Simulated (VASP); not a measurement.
GeBr:

```
Ge Br
1.0
     5.09071    0.00000    0.00000
    -2.54536    4.40869    0.00000
     0.00000    0.00000    5.02890
Ge Br
2 2
Cartesian
  0.0000 0.0000 0.0000
  0.0000 0.0000 2.5144
  0.0000 2.9391 3.7717
  2.5454 1.4696 1.2572
```

- Program: VASP 6.6.1
- Task: relaxation of cell and atoms
- Functional: PBE
- Potentials or basis: VASP PAW PBE potentials, release 64 (Ge_d, Br)
- Cutoff: 600 eV
- k mesh: 6 × 6 × 4
- Occupations: gaussian, width 0.1 eV
- Spin: no spin polarisation

At the start: pressure 1.6 GPa; volume 28.22 Å³/atom.

Task: Where does the relaxation end?

Result: Over 5 steps the energy falls by 76.8 meV/atom and the volume is 28.10 Å³/atom (-0.4 %); space group P6_3/mmc (No. 194, to 0.1 Å) before and after.

Step by step:
```
step  energy change (eV)  largest force (eV/Å)  pressure (GPa)  volume (Å³)
   1              0.0000                0.0000            1.62       112.87
   2             -0.2850                0.0000           -1.17       117.20
   3             -0.2852                0.0000           -1.31       117.30
   4             -0.3061                0.0000           -0.29       113.54
   5             -0.3074                0.0000           -0.05       112.41
```

Final structure:
```
CELL_PARAMETERS angstrom
4.88591 0.00000 0.00000
-2.44295 4.23132 0.00000
0.00000 0.00000 5.43755
ATOMIC_POSITIONS crystal
Ge 0.00000 0.00000 0.00000
Ge 0.00000 0.00000 0.50000
Br 0.33333 0.66667 0.75000
Br 0.66667 0.33333 0.25000
```
